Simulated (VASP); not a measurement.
BaTe, 2 atoms in the cell. The structure is tetragonal, space group P4/mmm (No. 123). Conventional cell: a = 4.603 Å, b = 4.603 Å, c = 4.262 Å, α = 90.00°, β = 90.00°, γ = 90.00°. Within 5.1 Å of Ba (site symmetry 4/mmm) lie 8 Te at 3.89 Å and 6 Ba at 4.26 to 4.60 Å. Within 5.1 Å of Te (site symmetry 4/mmm) lie 8 Ba at 3.89 Å and 6 Te at 4.26 to 4.60 Å.  This cell differs from its parent crystal: strain +0.080 along x and y, +0.000 along z.

| Property | Result |
| --- | --- |
| Program | VASP 6.6.1 |
| Task | single point |
| Functional | PBEsol |
| Potentials or basis | VASP PAW PBE potentials, release 64 (Ba_sv, Te) |
| Cutoff | 520 eV |
| k mesh | 6 × 6 × 6 |
| Occupations | gaussian, width 0.05 eV |
| Spin | no spin polarisation |
| Dipole correction | no |
| Further INCAR settings | ALGO = Normal; EDIFF = 1e-07; NBANDS = 15 |

Potentials or basis: VASP PAW PBE potentials, release 64 (Ba_sv, Te).

Launch:

```bash
$ cat potpaw_PBE.64/Ba_sv/POTCAR potpaw_PBE.64/Te/POTCAR > POTCAR
$ mpirun -np 1 vasp_std > vasp.out
```

Hardware: 1 thread of Intel Xeon 8259CL, on a shared host.

Estimate the wall time of this run.

It took 88 s on 1 thread of Intel Xeon 8259CL, with other jobs on the host, peak memory 0.23 GiB. Counts: scf iterations 18, k points 40.
